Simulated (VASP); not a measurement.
Here is a VASP 6.6.1 calculation.

File INCAR:

```
SYSTEM = Hf
PREC     = Accurate       ! precision mode
ENCUT    = 600            ! plane-wave cutoff, eV
EDIFF    = 1E-6           ! SCF threshold, eV
ISMEAR   = -1             ! smearing method
SIGMA    = 0.05           ! smearing width, eV
LREAL    = .False.        ! projectors in reciprocal space
LASPH    = .True.         ! aspherical terms in the spheres
NELM     = 100            ! most SCF steps
ALGO     = Normal         ! electronic algorithm
ISIF     = 3              ! what is computed and relaxed
LWAVE    = .False.        ! write WAVECAR
LCHARG   = .False.        ! write CHGCAR
GGA      = PE             ! functional
IBRION   = 2              ! ionic algorithm
NSW      = 45             ! ionic steps
EDIFFG   = -0.005         ! ionic threshold
```

KPOINTS

```
regular mesh
0
Gamma
  16 16 16
  0 0 0
```

The input POSCAR:

```
Hf
1.0
   -1.7726572724      1.7726572724      1.7726572724
    1.7726572724     -1.7726572724      1.7726572724
    1.7726572724      1.7726572724     -1.7726572724
Hf
1
Direct
    0.0000000000      0.0000000000      0.0000000000
```

Potentials or basis: VASP PAW PBE potentials, release 64 (Hf_pv).

Run with:

```console
$ cat potpaw_PBE.64/Hf_pv/POTCAR > POTCAR
$ mpirun -np 1 vasp_std > vasp.out
```

Q: What does it give for the relaxed volume?

A: 22.20 Å³/atom.

Q: Estimate the relaxed cell.

A: a = 3.067 Å, b = 3.067 Å, c = 3.067 Å, α = 109.47°, β = 109.47°, γ = 109.47°.

Q: Predict the band gap on the k mesh.

A: Zero (bands 5 and 6 overlap by 2.28 eV).

Final structure:
```
Hf
1.0
    -1.77062    1.77062    1.77062
     1.77062   -1.77062    1.77062
     1.77062    1.77062   -1.77062
Hf
1
Direct
  0.00000 0.00000 0.00000
```

Caveat: spin-orbit coupling is left out, which moves the levels of the heavy elements.
